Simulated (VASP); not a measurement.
Wanted: the native input for a VASP 6.6.1 run.

| Item | Value |
| --- | --- |
| Task | single point |
| Functional | PBE |
| Potentials or basis | VASP PAW PBE potentials, release 64 (Ga_d, Sb) |
| Cutoff | 520 eV |
| k mesh | 14 × 14 × 14 |
| Occupations | gaussian, width 0.15 eV |
| Spin | no spin polarisation |
| Dipole correction | no |
| Further INCAR settings | ALGO = Fast; EDIFF = 1e-07; NBANDS = 30 |

The structure of Ga3Sb lies in POSCAR:

```
Ga3Sb
1.0
   -2.3428074706      2.3428074706      4.2203249441
    2.3428074706     -2.3428074706      4.2203249441
    2.2285241794      2.2285241794     -4.2203249441
Ga Sb
3 1
Direct
    0.7500000000      0.2500000000      0.5000000000
    0.2500000000      0.7500000000      0.5000000000
    0.5000000000      0.5000000000      0.0000000000
    0.0000000000      0.0000000000      0.0000000000
```

This cell differs from its parent crystal: strain -0.0500 x Voigt [0, 0, 0, 0, 0, 1].

These files were run (other wordings do the same):

INCAR

```
SYSTEM = Ga3Sb
PREC = Accurate ; ENCUT = 520
EDIFF = 1E-7 ; ISMEAR = 0
SIGMA = 0.15 ; LREAL = .False.
LASPH = .True. ; NELM = 80
ALGO = Fast ; ISIF = 2
LWAVE = .False. ; LCHARG = .False.
GGA = PE ; NBANDS = 30
```

KPOINTS

```
Automatic mesh
0
Gamma
  14 14 14
  0 0 0
```

Potentials or basis: VASP PAW PBE potentials, release 64 (Ga_d, Sb).

The run is started by

```sh
$ cat potpaw_PBE.64/Ga_d/POTCAR potpaw_PBE.64/Sb/POTCAR > POTCAR
$ mpirun -np 1 vasp_std > vasp.out
```

It gave:

```
Pressure               : 0.1 GPa
Band gap on the k mesh : zero (bands 22 and 23 overlap by 4.42 eV)
```

Caveat: the cell differs from its parent crystal (strain -0.0500 x Voigt [0, 0, 0, 0, 0, 1]); spin-orbit coupling is left out, which moves the levels of the heavy elements.

Run time: 9.1 min on 1 thread of Intel(R) Xeon(R) 6975P-C (Granite Rapids), with other jobs on the host, peak memory 0.97 GiB.
